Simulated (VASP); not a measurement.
# Sn: single point with PBEsol

Sn:

```xyz
2
Lattice="0.0000 3.2333 3.2333 3.2333 0.0000 3.2333 3.2333 3.2333 0.0000" Properties=species:S:1:pos:R:3 pbc="T T T"
Sn    0.0000    0.0000    0.0000
Sn    1.6167    1.6167    1.6167
```

```yaml
Program: VASP 6.6.1
Task: single point
Functional: PBEsol
Potentials_or_basis: VASP PAW PBE potentials, release 64 (Sn_d)
Cutoff: 500 eV
k_mesh: 5 × 5 × 5
Occupations: methfessel-paxton, width 0.1 eV
Spin: no spin polarisation
```

| Item | Value |
| --- | --- |
| Pressure | 1.7 GPa |
| Band gap on the k mesh | zero (band 14 reaches 5.70 eV, above the bottom of band 15 at 5.63 eV) |

Levels at points of the mesh, in eV from the Fermi level:
```csv
k point,band 10,band 11,band 12,band 13,band 14,band 15,band 16,band 17,band 18,band 19
"(0.00, 0.00, 0.00)",-21.21,-10.69,-0.61,0.10,0.10,0.10,2.16,2.16,2.16,4.88
```

Run time: 20 s on 1 thread of Intel(R) Xeon(R) Platinum 8259CL CPU @ 2.50GHz (Skylake/Cascade Lake) (shared host), peak memory 0.19 GiB.

Caveat: the PAW data sets were made with another functional, which shifts forces and pressure a little; spin-orbit coupling is left out, which moves the levels of the heavy elements.
